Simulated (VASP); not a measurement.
# MoS2 (P-6m2) in VASP: notebook, part 2 of 2

VASP 6.6.1. Earlier steps stand in the parts before.

### 4 Relaxation of shape and atoms at fixed volume, PBE+D3(BJ) (16.75 Å³/atom)

This run uses another cell than the first one, of 16.75 Å³/atom.

INCAR reads:

```
PREC     = Accurate       # precision mode
ENCUT    = 600            # plane-wave cutoff, eV
EDIFF    = 1E-6           # SCF threshold, eV
ISMEAR   = 0              # smearing method
SIGMA    = 0.02           # smearing width, eV
LREAL    = False          # projectors in reciprocal space
LASPH    = True           # aspherical terms in the spheres
NELM     = 60             # most SCF steps
ALGO     = Normal         # electronic algorithm
ISIF     = 4              # what is computed and relaxed
LWAVE    = False          # write WAVECAR
LCHARG   = False          # write CHGCAR
GGA      = PE             # functional
IVDW     = 12             # dispersion correction
IBRION   = 2              # ionic algorithm
NSW      = 50             # ionic steps
EDIFFG   = -0.01          # ionic threshold
```

KPOINTS reads:

```
Automatic mesh
0
Gamma
  12 12 4
```

POSCAR reads:

```
MoS2
1.0
    3.0588268666      0.0000000000      0.0000000000
   -1.5294134333      2.6490217722      0.0000000000
    0.0000000000      0.0000000000      6.2026747917
Mo S
1 2
Direct
    0.0000000000      0.0000000000      0.0000000000
    0.3333333333      0.6666666667      0.2505178053
    0.3333333333      0.6666666667      0.7494821947
```

Potentials or basis: VASP PAW PBE potentials, release 64 (Mo_sv, S).

On the command line:

```bash
$ cat potpaw_PBE.64/Mo_sv/POTCAR potpaw_PBE.64/S/POTCAR > POTCAR
$ mpirun -np 1 vasp_std > vasp.out
```

OUTCAR:

```text
PREC = Accurate
   ENCUT = 600
   EDIFF = 1E-6
   ISMEAR = 0
   LREAL = False
   LASPH = True
   NELM = 60
   ISIF = 4
   GGA = PE
   IVDW = 12
   IBRION = 2
   NSW = 50
   EDIFFG = -0.01
 IVDW          = 12

 ion  position               nearest neighbor table
   1  0.000  0.000  0.000-   2 2.35   3 2.35   2 2.35   3 2.35   2 2.35   3 2.35
   2  0.333  0.667  0.251-   1 2.35   1 2.35   1 2.35
   3  0.333  0.667  0.749-   1 2.35   1 2.35   1 2.35

  LATTYP: Found a hexagonal cell.
 ALAT       =     3.0588268666
 C/A-ratio  =     2.0277953157

  Lattice vectors:

 A1 = (   3.0588268666,   0.0000000000,   0.0000000000)
 A2 = (  -1.5294134333,   2.6490217722,   0.0000000000)
 A3 = (   0.0000000000,   0.0000000000,   6.2026747917)

Analysis of symmetry for initial positions (statically):
=====================================================================
[... 178 lines left out ...]

 Edisp (eV)   -1.35535

 E8    (eV) :    -0.5462
[... 155 lines left out ...]
--------------------------------------- Ionic step        5  -------------------------------------------

 number of electron      25.9999999 magnetization

 Free energy of the ion-electron system (eV)
  ---------------------------------------------------
  ext. energy  EPLUGINS =         0.00000000
  ---------------------------------------------------
  free energy    TOTEN  =       -21.46740411 eV

  energy without entropy =      -21.46740411  energy(sigma->0) =      -21.46740411

 E-fermi :   8.4845     XC(G=0): -11.0927

 val. band max:        8.3397054628   @ k =   0.0000   0.0000   0.5000
 cond. band min:       9.0967555265   @ k =   0.1667   0.1667   0.0000
 fundamental gap:      0.7570500637
 Fermi energy:         8.4844566536

 k-point     1 :       0.0000    0.0000    0.0000
  band No.  band energies     occupation
      1     -53.0421      2.00000
      2     -27.2853      2.00000
      3     -26.9140      2.00000
      4     -26.9140      2.00000
      5      -7.0185      2.00000
      6      -5.2549      2.00000
[... 457 lines left out ...]
      4     -27.0076      2.00000
      5      -5.3593      2.00000
      6      -4.7961      2.00000
[... 9 lines left out ...]
     16      11.5445      0.00000
     17      12.0891      0.00000

 [... further k-points ...]

------------------------ aborting loop because EDIFF is reached ----------------------------------------

 Edisp (eV)   -1.35544

 E8    (eV) :    -0.5462
[... 26 lines left out ...]
  FREE ENERGIE OF THE ION-ELECTRON SYSTEM (eV)
  ---------------------------------------------------
  free  energy   TOTEN  =       -22.8228404394 eV

  energy  without entropy=      -22.8228404394  energy(sigma->0) =      -22.82284044

 reached required accuracy - stopping structural energy minimisation
```

OSZICAR:

```text
N       E                     dE             d eps       ncg     rms          rms(c)
DAV:   1     0.213451855457E+03    0.21345E+03   -0.14971E+04  1938   0.163E+03
DAV:   2    -0.150454912469E+02   -0.22850E+03   -0.22488E+03  2571   0.384E+02
DAV:   3    -0.226626907859E+02   -0.76172E+01   -0.75726E+01  2282   0.671E+01
[... 40 lines left out ...]
DAV:   2    -0.214676028145E+02    0.49789E-03   -0.51493E-03  2158   0.455E-01    0.145E-01
DAV:   3    -0.214674481353E+02    0.15468E-03   -0.64217E-04  2022   0.184E-01    0.433E-02
DAV:   4    -0.214674049660E+02    0.43169E-04   -0.17444E-04  2148   0.868E-02    0.300E-02
DAV:   5    -0.214674045814E+02    0.38457E-06   -0.10379E-05  2069   0.237E-02    0.741E-03
DAV:   6    -0.214674041051E+02    0.47628E-06   -0.29326E-06  1403   0.128E-02
   5 F= -.22822840E+02 E0= -.22822840E+02  d E =-.232663E-02
```

CONTCAR:

```text
MoS2
   1.00000000000000
     3.0660974457288561   -0.0000000000000000   -0.0000000000000000
    -1.5330487228644281    2.6553182784120009    0.0000000000000000
     0.0000000000000000    0.0000000000000000    6.1732930973776119
  Mo              S
     1     2
Direct
     0.0000000000000000    0.0000000000000000    0.0000000000000000
     0.3333333332999970    0.6666666667000030    0.2547973579133193
     0.3333333332999970    0.6666666667000030    0.7452026420866809

  0.00000000E+00  0.00000000E+00  0.00000000E+00
  0.00000000E+00  0.00000000E+00  0.00000000E+00
  0.00000000E+00  0.00000000E+00  0.00000000E+00
```

Wall time 72 s (1 thread of Intel Xeon 6975P-C (Granite Rapids), shared host); peak memory 0.22 GiB.

Results:

* Free energy: -22.8228 eV
* Energy gained by relaxing: 4.7 meV/atom
* Ionic steps: 5
* Pressure after relaxing: 9.7 GPa
* Band gap on the k mesh: 0.76 eV (least direct gap 1.75 eV)
* Dispersion energy per atom: -0.452 eV

The path:
| step | energy change (eV) | largest force (eV/Å) | pressure (GPa) | volume (Å³) |
| --- | --- | --- | --- | --- |
| 1 | 0.0000 | 0.5597 | 12.46 | 50.26 |
| 2 | -0.0105 | 0.1283 | 9.44 | 50.26 |
| 3 | -0.0117 | 0.0357 | 10.14 | 50.26 |
| 4 | -0.0140 | 0.0081 | 9.84 | 50.26 |
| 5 | -0.0140 | 0.0009 | 9.73 | 50.26 |

Final structure:
```cif
data_structure
_symmetry_space_group_name_H-M 'P 1'
_symmetry_Int_Tables_number 1
_cell_length_a 3.0661
_cell_length_b 3.0661
_cell_length_c 6.1733
_cell_angle_alpha 90.000
_cell_angle_beta 90.000
_cell_angle_gamma 120.000
_cell_volume 50.26
loop_
_atom_site_label
_atom_site_type_symbol
_atom_site_fract_x
_atom_site_fract_y
_atom_site_fract_z
_atom_site_occupancy
Mo1 Mo 0.00000 0.00000 0.00000 1
S1 S 0.33333 0.66667 0.25480 1
S2 S 0.33333 0.66667 0.74520 1
```

### 5 Relaxation of shape and atoms at fixed volume, PBE+D3(BJ) (17.32 Å³/atom)

This run uses another cell than the first one, of 17.32 Å³/atom.

INCAR reads:

```
PREC = Accurate
ENCUT = 600
EDIFF = 1E-6
ISMEAR = 0
SIGMA = 0.02
LREAL = False
LASPH = True
NELM = 100
ALGO = Normal
ISIF = 4
LWAVE = False
LCHARG = False
GGA = PE
IVDW = 12
IBRION = 2
NSW = 50
EDIFFG = -0.01
```

KPOINTS is that of step 4.

POSCAR reads:

```
MoS2
1.0
    3.0830512163      0.0000000000      0.0000000000
   -1.5415256082      2.6700006745      0.0000000000
    0.0000000000      0.0000000000      6.3137305714
Mo S
1 2
Direct
    0.0000000000      0.0000000000      0.0000000000
    0.3333333333      0.6666666667      0.2458612323
    0.3333333333      0.6666666667      0.7541387677
```

On the command line:

```bash
$ cat potpaw_PBE.64/Mo_sv/POTCAR potpaw_PBE.64/S/POTCAR > POTCAR
$ mpirun -np 1 vasp_std > vasp.out
```

Wall time 2.1 min (1 thread of Intel Xeon 6975P-C (Granite Rapids), shared host); peak memory 0.24 GiB.

It converged, with:

```
Free energy                  : -22.9078 eV
Energy gained by relaxing    : 4.9 meV/atom
Ionic steps                  : 5
Pressure after relaxing      : 6.2 GPa
Largest force after relaxing : 0.003 eV/Å
Band gap on the k mesh       : 0.88 eV (least direct gap 1.92 eV)
Dispersion energy per atom   : -0.436 eV
```

Forces on the atoms (eV/Å):
```
Mo   0.000  0.000  0.000
S    0.000  0.000  0.003
S    0.000  0.000 -0.003
```

Step by step:
```tsv
step	energy change (eV)	largest force (eV/Å)	pressure (GPa)	volume (Å³)
1	0.0000	0.5436	8.99	51.97
2	-0.0108	0.0912	6.17	51.97
3	-0.0115	0.0363	6.73	51.97
4	-0.0145	0.0132	6.33	51.97
5	-0.0147	0.0031	6.17	51.97
```

Final structure:
```xyz
3
Lattice="3.0930 0.0000 0.0000 -1.5465 2.6786 0.0000 0.0000 0.0000 6.2732" Properties=species:S:1:pos:R:3 pbc="T T T"
Mo    0.0000    0.0000    6.2732
S     0.0000    1.7857    1.5708
S     0.0000    1.7857    4.7024
```

Levels at points of the mesh, in eV from the valence-band top:
```csv
k point,band 10,band 11,band 12,band 13,band 14,band 15,band 16,band 17
"(0.00, 0.00, 0.00)",-1.95,-1.95,-1.45,-1.34,2.47,2.47,2.50,2.50
"(0.50, 0.00, 0.00)",-3.77,-1.96,-1.69,-1.50,1.97,2.20,3.94,4.11
"(0.00, 0.00, 0.50)",-3.14,-2.00,-2.00,0.00,2.31,2.31,2.72,2.72
"(0.50, 0.00, 0.50)",-3.83,-3.50,-1.32,-0.87,2.01,2.61,2.92,3.71
```

A k mesh can miss the band edges.

### 6 The runs side by side

```csv
cell,gap on the mesh (eV),pressure (GPa)
"relaxed from a = 3.191, b = 3.191, c = 6.867 Å, angles 90.0, 90.0, 120.0°, 3 atoms, atomic positions A",1.43,-1.4
"relaxed from a = 3.205, b = 3.205, c = 7.061 Å, angles 90.0, 90.0, 120.0°, 3 atoms, atomic positions B",1.49,-1.6
"relaxed from a = 3.059, b = 3.059, c = 6.203 Å, angles 90.0, 90.0, 120.0°, 3 atoms, atomic positions C",0.76,9.7
"relaxed from a = 3.083, b = 3.083, c = 6.314 Å, angles 90.0, 90.0, 120.0°, 3 atoms, atomic positions D",0.88,6.2
```

Alike in all rows: task relaxation of shape and atoms at fixed volume; level PBE+D3(BJ); potentials or basis VASP PAW PBE potentials, release 64 (Mo_sv, S); no spin polarisation; k mesh 12 × 12 × 4; cutoff (eV) 600; smearing gaussian 0.02 eV.

Absolute energies hang on the potentials; compare differences alone.
